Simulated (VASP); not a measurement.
Input of a VASP 6.6.1 run:

File INCAR:

```
SYSTEM = CsI
ALGO     = Normal         ! electronic algorithm
EDIFF    = 1E-6           ! SCF threshold, eV
ENCUT    = 500            ! plane-wave cutoff, eV
GGA_COMPAT= .FALSE.      
ISIF     = 2              ! what is computed and relaxed
ISMEAR   = 0              ! smearing method
LASPH    = .TRUE.         ! aspherical terms in the spheres
LCHARG   = .FALSE.        ! write CHGCAR
LREAL    = .FALSE.        ! projectors in reciprocal space
LWAVE    = .FALSE.        ! write WAVECAR
NBANDS   = 15             ! bands
NELM     = 120            ! most SCF steps
PREC     = Accurate       ! precision mode
SIGMA    = 0.01           ! smearing width, eV
```

The input KPOINTS:

```
k-points
0
G
  6 6 6
  0 0 0
```

POSCAR

```
CsI
1.0
    4.6080836004      0.0000000000      0.0000000000
    0.0000000000      4.6080836004      0.0000000000
    0.0000000000      0.0000000000      4.6080836004
Cs I
1 1
Direct
    0.0000000000      0.0000000000      0.0000000000
    0.5000000000      0.5000000000      0.5000000000
```

Potentials or basis: VASP PAW LDA potentials, release 64 (Cs_sv, I).

The run is started by

```sh
$ cat potpaw_LDA.64/Cs_sv/POTCAR potpaw_LDA.64/I/POTCAR > POTCAR
$ mpirun -np 1 vasp_std > vasp.out
```

(1) Estimate the band gap on the k mesh.

(2) Predict the pressure.

## Answers

(1) 3.45 eV (least direct gap 3.55 eV).

(2) -1.6 GPa.

Caveat: spin-orbit coupling is left out, which moves the levels of the heavy elements.
